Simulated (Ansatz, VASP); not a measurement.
# Al3VF in VASP and in Ansatz

```
CELL_PARAMETERS angstrom
-2.48959 2.41663 3.18489
2.48959 -2.41663 3.18489
2.48959 2.41663 -3.18489
ATOMIC_POSITIONS crystal
Al 0.69677 0.69677 0.00000
Al 0.30323 0.30323 0.00000
Al 0.00000 0.50000 0.50000
V 0.50000 0.00000 0.50000
F 0.00000 0.00000 0.00000
```

Alike in both runs: functional PBE; k mesh 6 × 6 × 6; occupations gaussian, width 0.1 eV; collinear spin.

Ansatz relaxed the structure, and its values are those at the end. VASP's run is a single point on that final structure, the one shown.

```csv
,VASP,Ansatz
version,VASP 6.6.1,Ansatz 0.2.0
potentials or method,"VASP PAW PBE potentials, release 64 (Al, V_sv, F), cutoff 600 eV","scalar-relativistic, plane waves, PAW"
valence electrons in the cell,29,29
```

```tsv
	VASP	Ansatz	Ansatz less VASP
gap on the k mesh at the Fermi level (eV)	none	none	-
pressure (GPa)	0.0	0.1	+0.06
net moment per atom (μB)	0.51	0.51	-0.002
size of the moment on the site where the two differ most (μB)	2.21	1.99	-0.215
```

Site moments also hang on the region over which each program counts them. A gap of «none» marks a metal or a gap that the smearing closes.
